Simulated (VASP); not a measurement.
# W (P6/mmm) in VASP: single point with r2SCAN

Aim: the single point of W with r2SCAN.

Program: VASP 6.6.1. These are calculated values, not measurements. Logs are shortened: lines on timing, memory, paths and dates and some standing lists are left out, and cuts for length are marked.

**1. The cell of the first run**

The structure is hexagonal, space group P6/mmm (No. 191). The conventional cell has a = 4.672 Å, b = 4.672 Å, c = 2.586 Å, α = 90.00°, β = 90.00°, γ = 120.00°. Within 3.4 Å of W (site symmetry 6/mmm) lie 14 W at 2.59 to 2.99 Å. W (site symmetry -6m2) has 11 W at 2.59 to 2.99 Å within 3.4 Å.

This isn't the form of W at room conditions, which is bcc.

**2. Single point, r2SCAN**

POSCAR reads:

```
W
1.0
    4.6716481920      0.0000000000      0.0000000000
   -2.3358240960      4.0457660119      0.0000000000
    0.0000000000      0.0000000000      2.5857359832
W
3
Direct
    0.0000000000      0.0000000000      0.0000000000
    0.3333333333      0.6666666667      0.5000000000
    0.6666666667      0.3333333333      0.5000000000
```

INCAR.step1 reads:

```
PREC = Accurate ; ENCUT = 520
ISMEAR = 0 ; SIGMA = 0.1
LREAL = F ; LASPH = T
NELM = 100 ; NBANDS = 28
GGA = PE ; ALGO = Normal
EDIFF = 1E-4 ; LWAVE = T
LCHARG = F
```

INCAR.step2 reads:

```
PREC = Accurate ; ENCUT = 520
EDIFF = 1E-6 ; ISMEAR = 0
SIGMA = 0.1 ; LREAL = F
LASPH = T ; NELM = 100
ALGO = Normal ; ISIF = 2
LWAVE = F ; LCHARG = T
METAGGA = R2SCAN ; LMIXTAU = T
LELF = T ; LVHAR = T
NBANDS = 28 ; ISTART = 1
```

KPOINTS reads:

```
regular mesh
0
Gamma
  12 12 18
```

Potentials or basis: VASP PAW PBE potentials, release 64 (W_sv).

Run with:

```bash
> cat potpaw_PBE.64/W_sv/POTCAR > POTCAR
> cp INCAR.step1 INCAR
> mpirun -np 1 vasp_std > vasp.out
> cp INCAR.step2 INCAR
> mpirun -np 1 vasp_std > vasp.out
```

OUTCAR:

```text
PREC = Accurate
   ENCUT = 520
   EDIFF = 1E-6
   ISMEAR = 0
   LREAL = F
   LASPH = T
   NELM = 100
   ISIF = 2
   METAGGA = R2SCAN
   ISTART = 1

 ion  position               nearest neighbor table
   1  0.000  0.000  0.000-   2 2.99   3 2.99   2 2.99   3 2.99   3 2.99   3 2.99   2 2.99   2 2.99
                             3 2.99   3 2.99   2 2.99   2 2.99
   2  0.333  0.667  0.500-   3 2.70   3 2.70   3 2.70   1 2.99   1 2.99   1 2.99   1 2.99   1 2.99
                             1 2.99
   3  0.667  0.333  0.500-   2 2.70   2 2.70   2 2.70   1 2.99   1 2.99   1 2.99   1 2.99   1 2.99
                             1 2.99

  LATTYP: Found a hexagonal cell.
 ALAT       =     4.6716481920
 C/A-ratio  =     0.5534954425

  Lattice vectors:

 A1 = (   4.6716481920,   0.0000000000,   0.0000000000)
 A2 = (  -2.3358240960,   4.0457660119,   0.0000000000)
 A3 = (   0.0000000000,   0.0000000000,   2.5857359832)

Analysis of symmetry for initial positions (statically):
=====================================================================
 Subroutine PRICEL returns:
 Original cell was already a primitive cell.

 Routine SETGRP: Setting up the symmetry group for a
 hexagonal supercell.

 Subroutine GETGRP returns: Found 24 space group operations
 (whereof 24 operations were pure point group operations)
 out of a pool of 24 trial point group operations.

The static configuration has the point symmetry D_6h.

Analysis of symmetry for dynamics (positions and initial velocities):
=====================================================================
 Subroutine PRICEL returns:
 Original cell was already a primitive cell.

 Routine SETGRP: Setting up the symmetry group for a
 hexagonal supercell.

 Subroutine GETGRP returns: Found 24 space group operations
 (whereof 24 operations were pure point group operations)
 out of a pool of 24 trial point group operations.

The dynamic configuration has the point symmetry D_6h.

 Subroutine INISYM returns: Found 24 space group operations
 (whereof 24 operations are pure point group operations),
 and found     1 'primitive' translations

----------------------------------------------------------------------------------------

                                     Primitive cell

  volume of cell :      48.8714

  direct lattice vectors                    reciprocal lattice vectors
[... 82 lines left out ...]
   ICHARG =      0    charge: 1-file 2-atom 10-const
   ISPIN  =      1    spin polarized calculation?
   LNONCOLLINEAR =      F non collinear calculations
   LSORBIT =      F    spin-orbit coupling
   LASPH  =      T    aspherical Exc in radial PAW
   ENCUT  =  520.0 eV  38.22 Ry    6.18 a.u.   8.69  8.69  4.81*2*pi/ulx,y,z
   NELM   =    100;   NELMIN=  2; NELMDL=  0     # of ELM steps
   EDIFF  = 0.1E-05   stopping-criterion for ELM
   LREAL  =      F    real-space projection
   EDIFFG = 0.1E-04   stopping-criterion for IOM
   NSW    =      0    number of steps for IOM
   IBRION =     -1    ionic relax: 0-MD 1-quasi-New 2-CG
   NFREE  =      0    steps in history (QN), initial steepest desc. (CG)
   ISIF   =      2    stress and relaxation
   ISYM   =      2    0-nonsym 1-usesym 2-fastsym
   POTIM  = 0.5000    time-step for ionic-motion
   TEBEG  =    0.0;   TEEND  =   0.0 temperature during run
   PSTRESS=    0.0 pullay stress
   NELECT =      42.0000    total number of electrons
   NUPDOWN=      -1.0000    fix difference up-down
   EMIN   =  10.00;   EMAX   =-10.00  energy-range for DOS
   EFERMI =   0.00;   METHOD = LEGACY
   ISMEAR =     0;   SIGMA  =   0.10  broadening in eV -4-tet -1-fermi 0-gaus
   EFERMI_NEDOS =   21; number of points for ismear=-14 and -15
   IALGO  =     38    algorithm
   IMIX   =      4    mixing-type and parameters
     AMIX     =   0.40;   BMIX     =  1.00
     AMIX_MAG =   1.60;   BMIX_MAG =  1.00
  volume/ion in A,a.u.               =      16.29       109.93
  Fermi-wavevector in a.u.,A,eV,Ry     =   1.556466  2.941294 32.961279  2.422586
  Thomas-Fermi vector in A             =   2.660258
   LORBIT       =      0    0 simple, 1 ext, 2 COOP (PROOUT), +10 PAW based schemes
   METAGGA = R2SCAN    functional components
   LHFCALC =     F    Hartree Fock is set to
   AEXX    =    0.0000 exact exchange contribution
   IVDW    =     0    specifies the selected vdW correction
   LEPSILON=     F    determine dielectric tensor
   LRPA    =     F    only Hartree local field effects (RPA)
 non-spin polarized calculation
 Gauss-broadening in eV      SIGMA  =   0.10
  energy-cutoff  :      520.00
  volume of cell :       48.87
 maximum number of plane-waves:      1342
 NGX is ok and might be reduce to    36
   NGX = 17   NGY = 17   NGZ =  9

 number of electron      42.0000005 magnetization

 Free energy of the ion-electron system (eV)
  ---------------------------------------------------
  ext. energy  EPLUGINS =         0.00000000
  ---------------------------------------------------
  free energy    TOTEN  =      -152.23587968 eV

  energy without entropy =     -152.21150634  energy(sigma->0) =     -152.22369301

 E-fermi :  10.7174     XC(G=0): -14.7490

 val. band max:       10.7171119151   @ k =   0.4167  -0.0000   0.5000
 cond. band min:      10.7182549869   @ k =   0.2500   0.0000   0.5000
 fundamental gap:      0.0011430718
 Fermi energy:        10.7174344074

 k-point     1 :       0.0000    0.0000    0.0000
  band No.  band energies     occupation
      1     -65.2370      2.00000
      2     -65.0634      2.00000
      3     -64.9545      2.00000
      4     -28.9987      2.00000
      5     -28.9987      2.00000
      6     -28.9287      2.00000
[... 733 lines left out ...]
     27      14.8838      0.00000
     28      15.8094      0.00000

 [... further k-points ...]
[... 5 lines left out ...]
  --------------------------------------------------------------------------------------
  -------------------------------------------------------------------------------------
  Total        0.3405486      0.3405486      0.5202361      0.0000000      0.0000000      0.0000000
  in kB       11.1643790     11.1643790     17.0551674      0.0000000      0.0000000      0.0000000
  external PRESSURE =      13.1279751 kB  Pullay stress =       0.0000000 kB

 VOLUME and BASIS-vectors are now :
 -----------------------------------------------------------------------------
  energy-cutoff  :      520.00
  volume of cell :       48.87
      direct lattice vectors                 reciprocal lattice vectors
     4.671648192  0.000000000  0.000000000     0.214057215  0.123585991  0.000000000
    -2.335824096  4.045766012  0.000000000     0.000000000  0.247171981  0.000000000
     0.000000000  0.000000000  2.585735983     0.000000000  0.000000000  0.386737086

 POSITION                                       TOTAL-FORCE (eV/Angst)
 -----------------------------------------------------------------------------------
      0.00000      0.00000      0.00000         0.000000      0.000000      0.000000
     -0.00000      2.69718      1.29287         0.000000      0.000000     -0.000000
      2.33582      1.34859      1.29287        -0.000000      0.000000      0.000000
 -----------------------------------------------------------------------------------
    total drift:                                0.000000      0.000000     -0.000000

  FREE ENERGIE OF THE ION-ELECTRON SYSTEM (eV)
  ---------------------------------------------------
  free  energy   TOTEN  =      -152.2358796842 eV

  energy  without entropy=     -152.2115063444  energy(sigma->0) =     -152.22369301
```

OSZICAR.step1:

```text
N       E                     dE             d eps       ncg     rms          rms(c)
DAV:   1     0.477770884067E+03    0.47777E+03   -0.24018E+04 10648   0.176E+03
DAV:   2    -0.171948280937E+02   -0.49497E+03   -0.48461E+03 11140   0.534E+02
DAV:   3    -0.384744793247E+02   -0.21280E+02   -0.20612E+02 12900   0.106E+02
DAV:   4    -0.389153704098E+02   -0.44089E+00   -0.43567E+00 12436   0.142E+01
DAV:   5    -0.389210054105E+02   -0.56350E-02   -0.56324E-02 11700   0.180E+00    0.343E+01
DAV:   6    -0.375648466816E+02    0.13562E+01   -0.19726E+00 11596   0.118E+01    0.139E+01
DAV:   7    -0.372387192796E+02    0.32613E+00   -0.11982E+00 12188   0.827E+00    0.109E+00
DAV:   8    -0.372193365373E+02    0.19383E-01   -0.11192E-01 12164   0.324E+00    0.787E-01
DAV:   9    -0.372116361209E+02    0.77004E-02   -0.13123E-02 12172   0.117E+00    0.134E-01
DAV:  10    -0.372116632418E+02   -0.27121E-04   -0.65264E-04 11784   0.240E-01
   1 F= -.37211663E+02 E0= -.37199511E+02  d E =-.243047E-01
```

It took 14 min on 1 thread of Intel Xeon 8259CL, shared host; peak memory 0.31 GiB.

What came out:

* Free energy: -152.2359 eV
* Pressure: 1.3 GPa
* Band gap on the k mesh: zero (bands 21 and 22 overlap by 0.92 eV)

Stress tensor (GPa, compression positive):
```
1.12 0.00 0.00
0.00 1.12 0.00
0.00 0.00 1.71
```

Levels at points of the mesh, in eV from the Fermi level:
```
           k point  band 17  band 18  band 19  band 20  band 21  band 22  band 23  band 24  band 25  band 26
(0.00, 0.00, 0.00)    -2.75    -2.72    -2.72    -2.56    -0.32    -0.32     2.45     2.45     2.52     2.52
(0.50, 0.00, 0.00)    -3.47    -2.98    -2.40    -2.40     0.11     1.26     2.51     2.70     2.77     3.21
(0.00, 0.00, 0.50)    -4.43    -2.85    -1.14    -1.14     0.24     0.24     3.37     3.37     4.21     4.21
(0.50, 0.00, 0.50)    -2.56    -2.45    -1.85    -0.26    -0.16     0.13     1.41     2.70     3.41     3.96
```

Caveat: the PAW data sets were made with another functional, which shifts forces and pressure a little; spin-orbit coupling is left out, which moves the levels of the heavy elements.
